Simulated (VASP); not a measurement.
Here is a VASP 6.6.1 calculation.

File INCAR:

```
SYSTEM = TiSnTe3
PREC = Accurate ; ENCUT = 600
EDIFF = 1E-6 ; ISMEAR = 0
SIGMA = 0.1 ; LREAL = .False.
LASPH = .True. ; NELM = 80
ALGO = Normal ; ISIF = 3
LWAVE = .False. ; LCHARG = .False.
GGA = PE ; IBRION = 2
NSW = 90 ; EDIFFG = -0.04
```

File KPOINTS:

```
regular mesh
0
Gamma
  4 4 2
  0 0 0
```

The input POSCAR:

```
TiSnTe3
1.0
    4.1566927000      0.0000000000      0.0000000000
    0.0000000000      4.1566927000      0.0000000000
    0.0000000000      0.0000000000      8.9201128100
Ti Sn Te
1 1 3
Direct
    0.0000000000      0.0000000000      0.0000000000
    0.0000000000      0.0000000000      0.5000000000
    0.0000000000      0.0000000000      0.7610120300
    0.0000000000      0.0000000000      0.2389879700
    0.5000000000      0.5000000000      0.5000000000
```

Potentials or basis: VASP PAW PBE potentials, release 64 (Ti_sv, Sn_d, Te).

Launch:

```console
$ cat potpaw_PBE.64/Ti_sv/POTCAR potpaw_PBE.64/Sn_d/POTCAR potpaw_PBE.64/Te/POTCAR > POTCAR
$ mpirun -np 1 vasp_std > vasp.out
```

Q: Estimate the relaxed cell.

A: a = 4.188 Å, b = 4.188 Å, c = 11.509 Å, α = 90.00°, β = 90.00°, γ = 90.00°.

Q: Predict the relaxed volume.

A: 40.38 Å³/atom.

Q: What does it give for the band gap on the k mesh?

A: Zero (bands 22 and 23 overlap by 0.30 eV).

Final structure:
```cif
data_structure
_symmetry_space_group_name_H-M 'P 1'
_symmetry_Int_Tables_number 1
_cell_length_a 4.1885
_cell_length_b 4.1885
_cell_length_c 11.5095
_cell_angle_alpha 90.000
_cell_angle_beta 90.000
_cell_angle_gamma 90.000
_cell_volume 201.91
loop_
_atom_site_label
_atom_site_type_symbol
_atom_site_fract_x
_atom_site_fract_y
_atom_site_fract_z
_atom_site_occupancy
Ti1 Ti 0.00000 0.00000 0.00000 1
Sn1 Sn 0.00000 0.00000 0.50000 1
Te1 Te 0.00000 0.00000 0.78094 1
Te2 Te 0.00000 0.00000 0.21906 1
Te3 Te 0.50000 0.50000 0.50000 1
```

Caveat: the k points lie up to 0.38 Å⁻¹ apart in the final cell; the volume moved by over 15 % at a fixed basis, so the end points are rough; spin-orbit coupling is left out, which moves the levels of the heavy elements.
